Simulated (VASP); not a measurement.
# Ir (Fm-3m) in VASP: relaxation of cell and atoms with LDA

Aim: the relaxation of cell and atoms of Ir with LDA.

Program: VASP 6.6.1. These are calculated values, not measurements. Logs are shortened: lines on timing, memory, paths and dates and some standing lists are left out, and cuts for length are marked.

### Step 1. The cell of the first run

The structure is cubic, space group Fm-3m (No. 225). Conventional cell: a = 3.850 Å, b = 3.850 Å, c = 3.850 Å, α = 90.00°, β = 90.00°, γ = 90.00°. Within 3.6 Å of Ir (site symmetry m-3m) lie 12 Ir at 2.72 Å.

### Step 2. Relaxation of cell and atoms, LDA

INCAR reads:

```
  ALGO = Normal
  EDIFF = 1E-7
  EDIFFG = -0.003
  ENCUT = 560
  GGA = CA
  GGA_COMPAT = F
  IBRION = 2
  ISIF = 3
  ISMEAR = 0
  LASPH = T
  LCHARG = F
  LREAL = F
  LWAVE = F
  NELM = 120
  NELMIN = 4
  NSW = 80
  PREC = Accurate
  SIGMA = 0.1
```

KPOINTS reads:

```
k-points
0
Gamma
  12 12 12
```

POSCAR reads:

```
Ir
1.0
    0.0000000000      1.9250000000      1.9250000000
    1.9250000000      0.0000000000      1.9250000000
    1.9250000000      1.9250000000      0.0000000000
Ir
1
Direct
    0.0000000000      0.0000000000      0.0000000000
```

Potentials or basis: VASP PAW LDA potentials, release 64 (Ir_sv_GW).

Started as:

```bash
$ cat potpaw_LDA.64/Ir_sv_GW/POTCAR > POTCAR
$ mpirun -np 1 vasp_std > vasp.out
```

OUTCAR:

```text
EDIFF = 1E-7
   EDIFFG = -0.003
   ENCUT = 560
   GGA = CA
   IBRION = 2
   ISIF = 3
   ISMEAR = 0
   LASPH = T
   LREAL = F
   NELM = 120
   NELMIN = 4
   NSW = 80
   PREC = Accurate

 ion  position               nearest neighbor table
   1  0.000  0.000  0.000-

  LATTYP: Found a face centered cubic cell.
 ALAT       =     3.8500000000

  Lattice vectors:

 A1 = (   0.0000000000,   1.9250000000,   1.9250000000)
 A2 = (   1.9250000000,   0.0000000000,   1.9250000000)
 A3 = (   1.9250000000,   1.9250000000,   0.0000000000)

Analysis of symmetry for initial positions (statically):
=====================================================================
 Subroutine PRICEL returns:
 Original cell was already a primitive cell.

 Routine SETGRP: Setting up the symmetry group for a
 face centered cubic supercell.

 Subroutine GETGRP returns: Found 48 space group operations
 (whereof 48 operations were pure point group operations)
 out of a pool of 48 trial point group operations.

The static configuration has the point symmetry O_h .

Analysis of symmetry for dynamics (positions and initial velocities):
=====================================================================
 Subroutine PRICEL returns:
 Original cell was already a primitive cell.

 Routine SETGRP: Setting up the symmetry group for a
 face centered cubic supercell.

 Subroutine GETGRP returns: Found 48 space group operations
 (whereof 48 operations were pure point group operations)
 out of a pool of 48 trial point group operations.

The dynamic configuration has the point symmetry O_h .

 Subroutine INISYM returns: Found 48 space group operations
 (whereof 48 operations are pure point group operations),
 and found     1 'primitive' translations

----------------------------------------------------------------------------------------

                                     Primitive cell

  volume of cell :      14.2667

  direct lattice vectors                    reciprocal lattice vectors
     0.000000000  1.925000000  1.925000000    -0.259740260  0.259740260  0.259740260
     1.925000000  0.000000000  1.925000000     0.259740260 -0.259740260  0.259740260
     1.925000000  1.925000000  0.000000000     0.259740260  0.259740260 -0.259740260

  length of vectors
     2.722361108  2.722361108  2.722361108     0.449883327  0.449883327  0.449883327

  position of ions in fractional coordinates (direct lattice)
     0.000000000  0.000000000  0.000000000

  ion indices of the primitive-cell ions
   primitive index   ion index
                 1           1

----------------------------------------------------------------------------------------

 KPOINTS: k-points

Automatic generation of k-mesh.
 Grid dimensions read from file:
 generate k-points for:   12   12   12

 Generating k-lattice:

  Cartesian coordinates                     Fractional coordinates (reciprocal lattice)
    -0.021645022  0.021645022  0.021645022     0.083333333  0.000000000  0.000000000
     0.021645022 -0.021645022  0.021645022     0.000000000  0.083333333  0.000000000
     0.021645022  0.021645022 -0.021645022     0.000000000  0.000000000  0.083333333

  Length of vectors
     0.037490277  0.037490277  0.037490277

  Shift w.r.t. Gamma in fractional coordinates (k-lattice)
     0.000000000  0.000000000  0.000000000

 Subroutine IBZKPT returns following result:
 ===========================================

 Found     72 irreducible k-points:

 Following reciprocal coordinates:
            Coordinates               Weight
  0.000000  0.000000  0.000000      1.000000
  0.083333  0.000000  0.000000      8.000000
  0.166667  0.000000  0.000000      8.000000
  0.250000  0.000000  0.000000      8.000000
  0.333333  0.000000  0.000000      8.000000
  0.416667  0.000000  0.000000      8.000000
[... 16 lines left out ...]
  0.500000  0.166667  0.000000     24.000000
 -0.416667  0.166667  0.000000     24.000000
 [... further k-points ...]
   k-points           NKPTS =     72   k-points in BZ     NKDIM =     72   number of bands    NBANDS=     12
   number of dos      NEDOS =    301   number of ions     NIONS =      1
   total plane-waves  NPLWV =  13824
   dimension x,y,z NGX =    24 NGY =   24 NGZ =   24
   dimension x,y,z NGXF=    48 NGYF=   48 NGZF=   48
   ions per type =               1
   NGX,Y,Z   is equivalent  to a cutoff of  14.66, 14.66, 14.66 a.u.
   NGXF,Y,Z  is equivalent  to a cutoff of  29.31, 29.31, 29.31 a.u.
 SYSTEM =  unknown system
   PREC   = accura    normal or accurate (medium, high low for compatibility)
   ISTART =      0    job   : 0-new  1-cont  2-samecut
   ICHARG =      2    charge: 1-file 2-atom 10-const
   ISPIN  =      1    spin polarized calculation?
   LNONCOLLINEAR =      F non collinear calculations
   LSORBIT =      F    spin-orbit coupling
   LASPH  =      T    aspherical Exc in radial PAW
   ENCUT  =  560.0 eV  41.16 Ry    6.42 a.u.   5.25  5.25  5.25*2*pi/ulx,y,z
   NELM   =    120;   NELMIN=  4; NELMDL= -5     # of ELM steps
   EDIFF  = 0.1E-06   stopping-criterion for ELM
   LREAL  =      F    real-space projection
   EDIFFG = -.3E-02   stopping-criterion for IOM
   NSW    =     80    number of steps for IOM
   IBRION =      2    ionic relax: 0-MD 1-quasi-New 2-CG
   NFREE  =      1    steps in history (QN), initial steepest desc. (CG)
   ISIF   =      3    stress and relaxation
   ISYM   =      2    0-nonsym 1-usesym 2-fastsym
   POTIM  = 0.5000    time-step for ionic-motion
   TEBEG  =    0.0;   TEEND  =   0.0 temperature during run
   PSTRESS=    0.0 pullay stress
   NELECT =      17.0000    total number of electrons
   NUPDOWN=      -1.0000    fix difference up-down
   EMIN   =  10.00;   EMAX   =-10.00  energy-range for DOS
   EFERMI =   0.00;   METHOD = LEGACY
   ISMEAR =     0;   SIGMA  =   0.10  broadening in eV -4-tet -1-fermi 0-gaus
   EFERMI_NEDOS =   21; number of points for ismear=-14 and -15
   IALGO  =     38    algorithm
   IMIX   =      4    mixing-type and parameters
     AMIX     =   0.40;   BMIX     =  1.00
     AMIX_MAG =   1.60;   BMIX_MAG =  1.00
  volume/ion in A,a.u.               =      14.27        96.28
  Fermi-wavevector in a.u.,A,eV,Ry     =   1.735603  3.279814 40.985074  3.012318
  Thomas-Fermi vector in A             =   2.809177
   LORBIT       =      0    0 simple, 1 ext, 2 COOP (PROOUT), +10 PAW based schemes
   GGA     = CA    functional components
   LHFCALC =     F    Hartree Fock is set to
   AEXX    =    0.0000 exact exchange contribution
   IVDW    =     0    specifies the selected vdW correction
   LEPSILON=     F    determine dielectric tensor
   LRPA    =     F    only Hartree local field effects (RPA)
 conjugate gradient relaxation of ions
 non-spin polarized calculation
 Gauss-broadening in eV      SIGMA  =   0.10
  energy-cutoff  :      560.00
  volume of cell :       14.27
 maximum number of plane-waves:       444
 NGX is ok and might be reduce to    24
   NGX = 11   NGY = 11   NGZ = 11

--------------------------------------- Ionic step        1  -------------------------------------------

 number of electron      17.0000000 magnetization

 Free energy of the ion-electron system (eV)
  ---------------------------------------------------
  ext. energy  EPLUGINS =         0.00000000
  ---------------------------------------------------
  free energy    TOTEN  =       -10.91317113 eV

  energy without entropy =      -10.91050385  energy(sigma->0) =      -10.91183749

------------------------ aborting loop because EDIFF is reached ----------------------------------------

  FORCE on cell =-STRESS in cart. coord.  units (eV):
  Direction    XX          YY          ZZ          XY          YZ          ZX
  --------------------------------------------------------------------------------------
  -------------------------------------------------------------------------------------
  Total       -1.0970338     -1.0970338     -1.0970338      0.0000000      0.0000000     -0.0000000
  in kB     -123.1993390   -123.1993390   -123.1993390      0.0000000      0.0000000     -0.0000000
  external PRESSURE =    -123.1993390 kB  Pullay stress =       0.0000000 kB
[... 195 lines left out ...]
  energy  without entropy=      -10.9284516981  energy(sigma->0) =      -10.92969275

--------------------------------------- Ionic step        7  -------------------------------------------

 number of electron      17.0000000 magnetization

 Free energy of the ion-electron system (eV)
  ---------------------------------------------------
  ext. energy  EPLUGINS =         0.00000000
  ---------------------------------------------------
  free energy    TOTEN  =       -10.93094926 eV

  energy without entropy =      -10.92847242  energy(sigma->0) =      -10.92971084

 E-fermi :  13.1673     XC(G=0): -14.9353

 val. band max:       13.1589541666   @ k =  -0.2500   0.0833   0.0000
 cond. band min:      13.3028306788   @ k =   0.3333   0.1667   0.0833
 fundamental gap:      0.1438765123
 Fermi energy:        13.1673229713

 k-point     1 :       0.0000    0.0000    0.0000
  band No.  band energies     occupation
      1     -79.4996      2.00000
      2     -36.1342      2.00000
      3     -36.1342      2.00000
      4     -36.1342      2.00000
      5       1.7831      2.00000
      6       9.0699      2.00000
      7       9.0699      2.00000
      8       9.0699      2.00000
      9      11.8901      2.00000
     10      11.8901      2.00000
     11      26.7001      0.00000
     12      32.3014      0.00000
[... 331 lines left out ...]
 k-point    24 :      -0.4167    0.1667    0.0000
  band No.  band energies     occupation
      1     -79.4182      2.00000
      2     -36.9241      2.00000
      3     -36.4156      2.00000
      4     -36.2894      2.00000
      5       5.7379      2.00000
      6       8.1838      2.00000
      7       9.8232      2.00000
      8      10.0568      2.00000
      9      13.5904      0.00000
     10      17.0244      0.00000
     11      20.5781      0.00000
     12      28.1356      0.00000

 [... further k-points ...]
[... 5 lines left out ...]
  --------------------------------------------------------------------------------------
  -------------------------------------------------------------------------------------
  Total        0.0000793      0.0000793      0.0000793      0.0000000      0.0000000      0.0000000
  in kB        0.0091960      0.0091960      0.0091960      0.0000000      0.0000000      0.0000000
  external PRESSURE =       0.0091960 kB  Pullay stress =       0.0000000 kB
[... 16 lines left out ...]
  FREE ENERGIE OF THE ION-ELECTRON SYSTEM (eV)
  ---------------------------------------------------
  free  energy   TOTEN  =       -10.9309492601 eV

  energy  without entropy=      -10.9284724181  energy(sigma->0) =      -10.92971084

 reached required accuracy - stopping structural energy minimisation
```

It took 3.6 min on 1 thread of AMD EPYC 7R43 (Zen 3), shared host; peak memory 0.11 GiB.

Results:

```yaml
Free_energy: -10.9309 eV
Relaxed_volume: 13.82 Å³/atom
Relaxed_cell: a = 2.694 Å, b = 2.694 Å, c = 2.694 Å, α = 60.00°, β = 60.00°, γ = 60.00°
Space_group_after_relaxing_to_0.1_Å: Fm-3m (No. 225)
Energy_gained_by_relaxing: 17.8 meV/atom
Ionic_steps: 7
Pressure_after_relaxing: 0.0 GPa
Band_gap_on_the_k_mesh: zero (an odd number of electrons rules out a gap without spin polarisation)
```

Step by step:
```csv
step,energy change (eV),largest force (eV/Å),pressure (GPa),volume (Å³)
1,0.0000,0.0000,-12.32,14.27
2,0.3346,0.0000,75.43,12.12
3,-0.0177,0.0000,-0.80,13.85
4,-0.0178,0.0000,-0.15,13.82
5,-0.0178,0.0000,0.11,13.82
6,-0.0178,0.0000,-0.39,13.83
7,-0.0178,0.0000,0.00,13.82
```

Final structure:
```
Ir
1.0
     0.00000    1.90465    1.90465
     1.90465    0.00000    1.90465
     1.90465    1.90465    0.00000
Ir
1
Direct
  0.00000 0.00000 0.00000
```

Caveat: spin-orbit coupling is left out, which moves the levels of the heavy elements.

The gap in the log of VASP goes by the Fermi energy; the results here count the filled bands.